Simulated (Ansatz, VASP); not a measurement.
# MgTe in VASP and in Ansatz

The input POSCAR:

```
MgTe
1.0
    4.5776356501      0.0000000000      0.0000000000
   -2.2888178251      3.9643487623      0.0000000000
    0.0000000000      0.0000000000      7.4550892427
Mg Te
2 2
Direct
    0.3333333333      0.6666666667     -0.0006080525
    0.6666666667      0.3333333333      0.4993919475
    0.3333333333      0.6666666667      0.3756080525
    0.6666666667      0.3333333333      0.8756080525
```

INCAR.step1

```
PREC = Accurate ; ENCUT = 520
EDIFF = 1E-5 ; ISMEAR = 0
SIGMA = 0.01 ; LREAL = F
LASPH = T ; NELM = 120
ALGO = Normal ; ISIF = 2
LWAVE = T ; GGA = PE
NBANDS = 16 ; GGA_COMPAT = F
```

The input INCAR.step2:

```
PREC = Accurate ; ENCUT = 520
EDIFF = 1E-6 ; ISMEAR = 0
SIGMA = 0.01 ; LREAL = F
LASPH = T ; NELM = 120
ALGO = Normal ; ISIF = 2
LWAVE = F ; LCHARG = T
GGA = PE ; LHFCALC = T
HFSCREEN = 0.2079 ; PRECFOCK = Normal
LELF = T ; LVHAR = T
ISTART = 1 ; NBANDS = 16
GGA_COMPAT = F
```

KPOINTS

```
Automatic mesh
0
Gamma
  6 6 2
```

Input for Ansatz:

```yaml
crystal:
  lattice:
    - [4.5776356501, 0.0, 0.0]
    - [-2.2888178251, 3.9643487623, 0.0]
    - [0.0, 0.0, 7.4550892427]
  atoms:
    - { symbol: Mg, position: [0.3333333333, 0.6666666667, -0.0006080525] }
    - { symbol: Mg, position: [0.6666666667, 0.3333333333, 0.4993919475] }
    - { symbol: Te, position: [0.3333333333, 0.6666666667, 0.3756080525] }
    - { symbol: Te, position: [0.6666666667, 0.3333333333, 0.8756080525] }
kpoints:
  mp_grid: { grid: [6, 6, 2] }
  band_path:
    path:
      - [0.0, 0.0, 0.0]
      - [0.5, 0.0, 0.0]
      - [0.3333333333, 0.3333333333, 0.0]
      - [0.0, 0.0, 0.5]
      - [0.5, 0.0, 0.5]
      - [0.3333333333, 0.3333333333, 0.5]
      - [-0.010417, 0.005208, 0.0]
    npoints: 1
hamiltonian:
  xc: hse06
scf:
  occupations: { method: fixed }
  n_extra_bands: 5
output:
  forces: true
  stress: true
  eigenvalues: true
  write_density: true
  write_potential: true
  elf: true
  volumetric_format: npy
```

Alike in both runs: task single point; functional HSE06; k mesh 6 × 6 × 2; no spin polarisation.

|  | VASP | Ansatz |
| --- | --- | --- |
| version | VASP 6.6.1 | Ansatz 0.2.0 |
| potentials or method | VASP PAW PBE potentials, release 64 (Mg, Te) | plane waves, PAW |
| plane-wave cutoff (eV) | 520 | 420 |
| occupations | gaussian, width 0.01 eV | fixed |
| valence electrons in the cell | 16 | 52 |

|  | VASP | Ansatz | Ansatz less VASP |
| --- | --- | --- | --- |
| gap on the k mesh at the Fermi level (eV) | 3.21 | 3.32 | +0.111 |
| pressure (GPa) | -0.2 | -0.1 | +0.17 |

VASP's potentials hold 16 valence electrons a cell and Ansatz's 52, so a difference there can come from the potentials and not from the codes. Ansatz's warnings: stress exchange threshold loose, stress scf threshold loose.

The k mesh is coarse, so the values compare programs but aren't converged. Spin-orbit coupling is off throughout.
